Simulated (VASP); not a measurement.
# HC2 in VASP: notebook

Runs on HC2. Level: PBEsol. Tasks: single point.

Program: VASP 6.6.1. These are calculated values, not measurements. Logs are shortened: lines on timing, memory, paths and dates and some standing lists are left out, and cuts for length are marked.

## (1) The cell of the first run

The cell holds a slab with vacuum, 24 atoms: a = 5.049 Å, b = 5.049 Å, c = 17.776 Å, α = 90.00°, β = 90.00°, γ = 60.00°.

## (2) Single point, PBEsol

The input, INCAR:

```
ALGO     = Normal         # electronic algorithm
EDIFF    = 1E-6           # SCF threshold, eV
ENCUT    = 520            # plane-wave cutoff, eV
GGA      = PS             # functional
GGA_COMPAT= False        
ISIF     = 2              # what is computed and relaxed
ISMEAR   = 0              # smearing method
LASPH    = True           # aspherical terms in the spheres
LCHARG   = True           # write CHGCAR
LELF     = True           # ELF
LREAL    = False          # projectors in reciprocal space
LVHAR    = True         
LWAVE    = False          # write WAVECAR
NBANDS   = 54             # bands
NELM     = 120            # most SCF steps
NELMDL   = -8           
PREC     = Accurate       # precision mode
SIGMA    = 0.05           # smearing width, eV
```

The input, KPOINTS:

```
k-points
0
Gamma
  3 3 1
```

The input, POSCAR:

```
HC2
1.0
    5.0487420000      0.0000000000      0.0000000000
    2.5243710000      4.3723390000      0.0000000000
    0.0000000000      0.0000000000     17.7764260000
H C
8 16
Direct
    0.1666667848      0.1666666285      0.0562542774
    0.6666667848      0.1666666285      0.0562542774
    0.1666666285      0.6666667429      0.0562542774
    0.6666666285      0.6666667429      0.0562542774
    0.4912389301      0.0081530732      0.3245789677
    0.0015456155      0.4932609297      0.3248257552
    0.4985039070      0.5028537357      0.3244925611
    1.0448917111      0.2293538996      0.3526088990
    0.1666667848      0.1666666285      0.1181339826
    0.6666667848      0.1666666285      0.1181339826
    0.1666666285      0.6666667429      0.1181339826
    0.6666666285      0.6666667429      0.1181339826
   -0.1666666285      0.3333332571      0.1471209680
    0.3333333715      0.3333332571      0.1471209680
   -0.1666667848      0.8333333715      0.1471209680
    0.3333332152      0.8333333715      0.1471209680
   -0.1686408622      0.3430594014      0.2346182523
    0.3319024701      0.3394398284      0.2341427911
   -0.1665153676      0.8446979980      0.2367322318
    0.3316039400      0.8415966831      0.2354328142
    0.0011300179      0.0181957529      0.2609401350
    0.4991448706      0.0071357687      0.2621050486
   -0.0024891893      0.5103918063      0.2600766318
    0.4970370880      0.5074119367      0.2620150417
```

Potentials or basis: VASP PAW PBE potentials, release 64 (H, C).

Launch:

```console
cat potpaw_PBE.64/H/POTCAR potpaw_PBE.64/C/POTCAR > POTCAR
mpirun -np 1 vasp_std > vasp.out
```

OUTCAR:

```text
EDIFF = 1E-6
   ENCUT = 520
   GGA = PS
   ISIF = 2
   ISMEAR = 0
   LASPH = True
   LREAL = False
   NELM = 120
   NELMDL = -8
   PREC = Accurate

 ion  position               nearest neighbor table
   1  0.167  0.167  0.056-   9 1.10
   2  0.667  0.167  0.056-  10 1.10
   3  0.167  0.667  0.056-  11 1.10
   4  0.667  0.667  0.056-  12 1.10
   5  0.491  0.008  0.325-  22 1.11
   6  0.002  0.493  0.325-  23 1.15
   7  0.499  0.503  0.324-  24 1.11
   8  0.045  0.229  0.353-
   9  0.167  0.167  0.118-   1 1.10  14 1.55  16 1.55  13 1.55
  10  0.667  0.167  0.118-   2 1.10  13 1.55  15 1.55  14 1.55
  11  0.167  0.667  0.118-   3 1.10  16 1.55  15 1.55  14 1.55
  12  0.667  0.667  0.118-   4 1.10  15 1.55  16 1.55  13 1.55
  13  0.833  0.333  0.147-  10 1.55   9 1.55  12 1.55  17 1.56
  14  0.333  0.333  0.147-   9 1.55  10 1.55  11 1.55  18 1.55
  15  0.833  0.833  0.147-  12 1.55  10 1.55  11 1.55  19 1.59
  16  0.333  0.833  0.147-  11 1.55   9 1.55  12 1.55  20 1.57
  17  0.831  0.343  0.235-  21 1.50  23 1.53  24 1.54  13 1.56
  18  0.332  0.339  0.234-  23 1.53  22 1.54  24 1.54  14 1.55
  19  0.833  0.845  0.237-  23 1.52  22 1.53  21 1.55  15 1.59
  20  0.332  0.842  0.235-  21 1.52  22 1.53  24 1.54  16 1.57
  21  0.001  0.018  0.261-  17 1.50  20 1.52  19 1.55
  22  0.499  0.007  0.262-   5 1.11  19 1.53  20 1.53  18 1.54
  23  0.998  0.510  0.260-   6 1.15  19 1.52  17 1.53  18 1.53
  24  0.497  0.507  0.262-   7 1.11  20 1.54  18 1.54  17 1.54

  LATTYP: Found a hexagonal cell.
 ALAT       =     5.0487421480
 C/A-ratio  =     3.5209613561

  Lattice vectors:

 A1 = (  -2.5243710000,  -4.3723390000,   0.0000000000)
 A2 = (   5.0487420000,   0.0000000000,   0.0000000000)
 A3 = (   0.0000000000,   0.0000000000,  17.7764260000)

Analysis of symmetry for initial positions (statically):
=====================================================================
 Subroutine PRICEL returns:
 Original cell was already a primitive cell.

 Routine SETGRP: Setting up the symmetry group for a
 hexagonal supercell.

 Subroutine GETGRP returns: Found  1 space group operations
 (whereof  1 operations were pure point group operations)
 out of a pool of 24 trial point group operations.

The static configuration has the point symmetry C_1 .

Analysis of symmetry for dynamics (positions and initial velocities):
=====================================================================
 Subroutine PRICEL returns:
[... 138 lines left out ...]
   NFREE  =      0    steps in history (QN), initial steepest desc. (CG)
   ISIF   =      2    stress and relaxation
   ISYM   =      2    0-nonsym 1-usesym 2-fastsym
   POTIM  = 0.5000    time-step for ionic-motion
   TEBEG  =    0.0;   TEEND  =   0.0 temperature during run
   PSTRESS=    0.0 pullay stress
   NELECT =      72.0000    total number of electrons
   NUPDOWN=      -1.0000    fix difference up-down
   EMIN   =  10.00;   EMAX   =-10.00  energy-range for DOS
   EFERMI =   0.00;   METHOD = LEGACY
   ISMEAR =     0;   SIGMA  =   0.05  broadening in eV -4-tet -1-fermi 0-gaus
   EFERMI_NEDOS =   21; number of points for ismear=-14 and -15
   IALGO  =     38    algorithm
   IMIX   =      4    mixing-type and parameters
     AMIX     =   0.40;   BMIX     =  1.00
     AMIX_MAG =   1.60;   BMIX_MAG =  1.00
  volume/ion in A,a.u.               =      16.35       110.34
  Fermi-wavevector in a.u.,A,eV,Ry     =   0.930262  1.757940 11.774305  0.865387
  Thomas-Fermi vector in A             =   2.056632
   LORBIT       =      0    0 simple, 1 ext, 2 COOP (PROOUT), +10 PAW based schemes
   GGA     = PS    functional components
   LHFCALC =     F    Hartree Fock is set to
   AEXX    =    0.0000 exact exchange contribution
   IVDW    =     0    specifies the selected vdW correction
   LEPSILON=     F    determine dielectric tensor
   LRPA    =     F    only Hartree local field effects (RPA)
 non-spin polarized calculation
 Gauss-broadening in eV      SIGMA  =   0.05
  energy-cutoff  :      520.00
  volume of cell :      392.41
 maximum number of plane-waves:     10627
 NGX is ok and might be reduce to    40
   NGX = 19   NGY = 19   NGZ = 67

 number of electron      72.0000006 magnetization

 Free energy of the ion-electron system (eV)
  ---------------------------------------------------
  ext. energy  EPLUGINS =         0.00000000
  ---------------------------------------------------
  free energy    TOTEN  =      -178.86077473 eV

  energy without entropy =     -178.86077473  energy(sigma->0) =     -178.86077473

 E-fermi :  -0.8473     XC(G=0):  -4.7157

 val. band max:       -1.1316838857   @ k =   0.0000   0.0000   0.0000
 cond. band min:       0.9735158846   @ k =   0.0000   0.0000   0.0000
 fundamental gap:      2.1051997703
 Fermi energy:        -0.8473410542

 k-point     1 :       0.0000    0.0000    0.0000
  band No.  band energies     occupation
      1     -20.8146      2.00000
      2     -18.1157      2.00000
      3     -15.6162      2.00000
      4     -15.5324      2.00000
      5     -15.4544      2.00000
      6     -14.5276      2.00000
[... 244 lines left out ...]
     47       6.4348      0.00000
     48       6.6982      0.00000
 [bands above 48 left out]

------------------------ aborting loop because EDIFF is reached ----------------------------------------

  FORCE on cell =-STRESS in cart. coord.  units (eV):
  Direction    XX          YY          ZZ          XY          YZ          ZX
  --------------------------------------------------------------------------------------
  -------------------------------------------------------------------------------------
  Total       -3.7960924     -3.0056773     -4.6154566     -1.2559134     -5.8863903     -3.4559208
  in kB      -15.4990796    -12.2718909    -18.8444646     -5.1277735    -24.0335641    -14.1101914
  external PRESSURE =     -15.5384784 kB  Pullay stress =       0.0000000 kB

 VOLUME and BASIS-vectors are now :
 -----------------------------------------------------------------------------
  energy-cutoff  :      520.00
  volume of cell :      392.41
      direct lattice vectors                 reciprocal lattice vectors
     5.048742000  0.000000000  0.000000000     0.198069143 -0.114355268  0.000000000
     2.524371000  4.372339000  0.000000000     0.000000000  0.228710537  0.000000000
     0.000000000  0.000000000 17.776426000     0.000000000  0.000000000  0.056254277

 POSITION                                       TOTAL-FORCE (eV/Angst)
 -----------------------------------------------------------------------------------
      1.26219      0.72872      1.00000         0.001844      0.024276     -0.300016
      3.78656      0.72872      1.00000         0.020314      0.038409     -0.313180
      2.52437      2.91489      1.00000         0.012962      0.020239     -0.320780
      5.04874      2.91489      1.00000         0.028021      0.038902     -0.301210
      2.50072      0.03565      5.76985         0.020072      0.013035      0.029309
      1.25298      2.15670      5.77424        -0.090498     -0.004356     -0.230950
[... 16 lines left out ...]
      6.32459      2.23161      4.62323         0.071049      0.051656      0.122641
      3.79031      2.21858      4.65769         0.052330      0.027130     -0.013639
 -----------------------------------------------------------------------------------
    total drift:                               -0.000251      0.000079      0.000733

  FREE ENERGIE OF THE ION-ELECTRON SYSTEM (eV)
  ---------------------------------------------------
  free  energy   TOTEN  =      -178.8607747263 eV

  energy  without entropy=     -178.8607747263  energy(sigma->0) =     -178.86077473
```

OSZICAR:

```text
N       E                     dE             d eps       ncg     rms          rms(c)
DAV:   1     0.504187503483E+03    0.50419E+03   -0.30731E+04   540   0.110E+03
DAV:   2    -0.120783239353E+03   -0.62497E+03   -0.59777E+03   770   0.268E+02
DAV:   3    -0.186873734740E+03   -0.66090E+02   -0.65635E+02   664   0.891E+01
[... 19 lines left out ...]
DAV:  23    -0.178860736513E+03   -0.88868E-04   -0.70271E-06   516   0.693E-03    0.115E-03
DAV:  24    -0.178860764877E+03   -0.28365E-04   -0.15388E-06   464   0.391E-03    0.420E-04
DAV:  25    -0.178860771314E+03   -0.64365E-05   -0.25971E-07   448   0.163E-03    0.278E-04
DAV:  26    -0.178860773958E+03   -0.26436E-05   -0.10331E-07   448   0.915E-04    0.106E-04
DAV:  27    -0.178860774726E+03   -0.76877E-06   -0.29803E-08   440   0.518E-04
   1 F= -.17886077E+03 E0= -.17886077E+03  d E =-.282474E-16
```

stdout:

```text
POSCAR found type information on POSCAR H C
 POSCAR found :  2 types and      24 ions
 scaLAPACK will be used
 -----------------------------------------------------------------------------
|                                                                             |
|                                                                             |
|     You have a (more or less) 'large supercell' and for larger cells it     |
|     might be more efficient to use real-space projection operators.         |
|     Therefore, try LREAL= Auto in the INCAR file.                           |
|     Mind: For very accurate calculation, you might also keep the            |
|     reciprocal projection scheme (i.e. LREAL=.FALSE.).                      |
|                                                                             |
 -----------------------------------------------------------------------------

 -----------------------------------------------------------------------------
|                                                                             |
|                                                                             |
|     You enforced a specific xc type in the INCAR file but a different       |
|     I HOPE YOU KNOW WHAT YOU ARE DOING!                                     |
|                                                                             |
 -----------------------------------------------------------------------------

 LDA part: xc-table for (Slater+PW92), standard interpolation
 POSCAR, INCAR and KPOINTS ok, starting setup
 FFT: planning ... GRIDC
 FFT: planning ... GRID_SOFT
 FFT: planning ... GRID
 WAVECAR not read
 entering main loop
```

Wall time 3.3 min (1 thread of Intel Xeon Platinum 8488C (Sapphire Rapids), shared host); peak memory 0.51 GiB.

What came out:

| Quantity | Value |
| --- | --- |
| Free energy | -178.8608 eV |
| Largest force | 2.310 eV/Å |
| Band gap on the k mesh | 2.11 eV |

Forces on the atoms (eV/Å):
```
H    0.002  0.024 -0.300
H    0.020  0.038 -0.313
H    0.013  0.020 -0.321
H    0.028  0.039 -0.301
H    0.020  0.013  0.029
H   -0.090 -0.004 -0.231
H    0.069 -0.007  0.027
H   -1.189 -1.756 -0.915
C    0.008 -0.009  1.417
C   -0.009 -0.015  1.403
C   -0.008  0.021  1.437
C    0.011  0.044  1.578
C    0.082  0.225 -1.180
C    0.097  0.166 -0.955
C    0.409  0.493 -0.750
C   -0.009  0.295 -0.877
C    0.051  0.079 -0.066
C    0.048  0.028  0.002
C    0.076  0.067 -0.002
C    0.066  0.034  0.014
C    0.115  0.101  0.208
C    0.067  0.026 -0.012
C    0.071  0.052  0.123
C    0.052  0.027 -0.014
```

Levels at points of the mesh, in eV from the valence-band top:
```tsv
k point	band 32	band 33	band 34	band 35	band 36	band 37	band 38	band 39	band 40	band 41
(0.00, 0.00, 0.00)	-1.49	-1.33	-0.73	-0.04	0.00	2.11	3.55	4.47	5.26	5.90
```

Caveat: the k points lie up to 0.48 Å⁻¹ apart; the PAW data sets were made with another functional, which shifts forces and pressure a little.

(Continued in part 2 of 2.)
